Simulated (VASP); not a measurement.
Crystal: TaS2.

```
Ta S
1.0
     3.38286    0.00000    0.00000
    -1.69143    2.92964    0.00000
     0.00000    0.00000    6.16798
Ta S
1 2
Cartesian
  0.0000 0.0000 0.0000
  1.6914 0.9765 4.6524
  0.0000 1.9531 1.5156
```

Base run:

* Program: VASP 6.6.1
* Functional: PBEsol
* Potentials or basis: VASP PAW PBE potentials, release 64 (Ta_pv, S)
* Cutoff: 500 eV
* k mesh: 6 × 6 × 4
* Occupations: methfessel-paxton, width 0.1 eV
* Spin: no spin polarisation

Its results: band gap on the k mesh zero (an odd number of electrons rules out a gap without spin polarisation); pressure -2.6 GPa; largest force 0.080 eV/Å.

Q: After a change of settings the same cell gave: band gap on the k mesh zero (an odd number of electrons rules out a gap without spin polarisation); pressure 3.2 GPa; largest force 0.199 eV/Å. Which change was it?
A. functional from PBEsol to PBE; occupations from methfessel-paxton, width 0.1 eV to gaussian, width 0.1 eV
B. functional from PBEsol to PBE; occupations from methfessel-paxton, width 0.1 eV to tetrahedron
C. functional from PBEsol to revPBE; occupations from methfessel-paxton, width 0.1 eV to gaussian, width 0.1 eV

A: C.

Caveats: the PAW data sets were made with another functional, which shifts forces and pressure a little; spin-orbit coupling is left out, which moves the levels of the heavy elements; this functional lacks dispersion, which binds the layers, so the pressure and a relaxed spacing across them are unreliable; the cell stands under pressure (at least some runs).
